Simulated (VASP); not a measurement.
Wanted: the native input for a VASP 6.6.1 run.

```
Task                   : single point
Functional             : PBE
Dispersion             : D3(BJ)
Potentials or basis    : VASP PAW PBE potentials, release 64 (N_h, S, O_h)
Cutoff                 : 1000 eV
k mesh                 : 1 × 1 × 1
Occupations            : fermi-dirac, width 0.02 eV
Spin                   : no spin polarisation
Dipole correction      : no
Further INCAR settings : LREAL = Auto; ALGO = Normal; EDIFF = 1e-06; NBANDS = 88
```

The structure of SN2O2 lies in POSCAR:

```
SN2O2
1.0
    9.5023080000      0.0000000000      0.0000000000
    0.0000000000      9.5023080000      0.0000000000
    0.0000000000      0.0000000000      9.5023080000
N S O
10 5 10
Direct
    0.0282668169      0.1566145825      0.2376685748
    0.0253096406      0.1996357096      0.3476629046
    0.2947283965      0.7499967376      0.5246093896
    0.1914587488      0.7707074955      0.4800517937
    0.4556577202      0.7583736499      0.9678701217
    0.4320213573      0.6713421623      0.8936460489
    0.6691216492      0.1376191974      0.4289168484
    0.6043794834      0.2362899624      0.4358309581
    0.9862867000      0.0857265414      0.7685922199
    0.9683963096      0.1235910265      0.8754188982
    0.9780571204      0.7963223251      0.1298421394
    0.6398550752      0.2298599456      0.9081793602
    0.6467691849      0.7005666413      0.3911049821
    0.2473714807      0.3934833516      0.6788771738
    0.2674297655      0.4588358954      0.2286497133
    0.9297004475      0.6775301327      0.2124536481
    0.9723848143      0.7933020062     -0.0224997969
    0.5225467329      0.2324172191      0.8145599995
    0.6251323363      0.1475010071      1.0360325092
    0.5859313337      0.5622633996      0.3575236669
    0.7512069699      0.7049024300      0.4988261799
    0.1501950894      0.4420715472      0.7837148617
    0.2016667951      0.2554432039      0.6143770545
    0.2580636199      0.6076313249      0.1928057899
    0.3473682394      0.3686683277      0.1316732735
```

One way to write it, as run:

INCAR

```
SYSTEM = SN2O2
PREC = Accurate
ENCUT = 1000
EDIFF = 1E-6
ISMEAR = -1
SIGMA = 0.02
LREAL = Auto
LASPH = .True.
NELM = 120
ALGO = Normal
ISIF = 2
LWAVE = .False.
LCHARG = .False.
GGA = PE
IVDW = 12
NBANDS = 88
GGA_COMPAT = .False.
```

KPOINTS

```
regular mesh
0
Gamma
  1 1 1
  0 0 0
```

Potentials or basis: VASP PAW PBE potentials, release 64 (N_h, S, O_h).

Launch:

```bash
$ cat potpaw_PBE.64/N_h/POTCAR potpaw_PBE.64/S/POTCAR potpaw_PBE.64/O_h/POTCAR > POTCAR
$ mpirun -np 1 vasp_gam > vasp.out
```

Results of the run:

- Pressure: -0.6 GPa
- Largest force: 3.801 eV/Å
- Dispersion energy per atom: -0.043 eV

Caveat: the k points lie up to 0.66 Å⁻¹ apart; the atoms stand as in a frame of molecular dynamics.

Run time: 7 min on 1 thread of Intel(R) Xeon(R) Platinum 8488C (Sapphire Rapids), with other jobs on the host, peak memory 1.6 GiB.
